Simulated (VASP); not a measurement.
Input of a VASP 6.6.1 run:

Contents of INCAR:

```
SYSTEM = ScH5
PREC = Accurate ; ENCUT = 520
EDIFF = 1E-6 ; ISMEAR = 0
SIGMA = 0.1 ; LREAL = .False.
LASPH = .True. ; NELM = 60
ALGO = Normal ; ISIF = 2
LWAVE = .False. ; LCHARG = .False.
GGA = PE ; NBANDS = 17
```

The input KPOINTS:

```
regular mesh
0
Gamma
  6 6 4
  0 0 0
```

Contents of POSCAR:

```
ScH5
1.0
    3.4130894405     -0.0000000027      0.0000000000
   -1.7065447179      2.9558221622      0.0000000000
    0.0000000000      0.0000000000      3.9968098469
Sc H
1 5
Direct
    0.0000000000      0.0000000000      0.5000000000
    0.3333333333      0.6666666667      0.6628536079
    0.6666666667      0.3333333333      0.6628536079
    0.6666666667      0.3333333333      0.3371463921
    0.3333333333      0.6666666667      0.3371463921
    0.0000000000      0.0000000000      0.0000000000
```

Potentials or basis: VASP PAW PBE potentials, release 64 (Sc_sv, H).

Run with:

```sh
$ cat potpaw_PBE.64/Sc_sv/POTCAR potpaw_PBE.64/H/POTCAR > POTCAR
$ mpirun -np 1 vasp_std > vasp.out
```

Question: Estimate the band gap on the k mesh.

Answer: Zero (band 8 reaches 3.14 eV, above the bottom of band 9 at 0.67 eV).

Question: Predict the largest force.

Answer: 0.029 eV/Å.

Question: Estimate the pressure.

Answer: 0.0 GPa.

Forces on the atoms (eV/Å):
```
Sc   0.000  0.000  0.000
H    0.000  0.000  0.029
H    0.000  0.000  0.029
H    0.000  0.000 -0.029
H    0.000  0.000 -0.029
H    0.000  0.000  0.000
```

Caveat: the k points lie up to 0.39 Å⁻¹ apart.
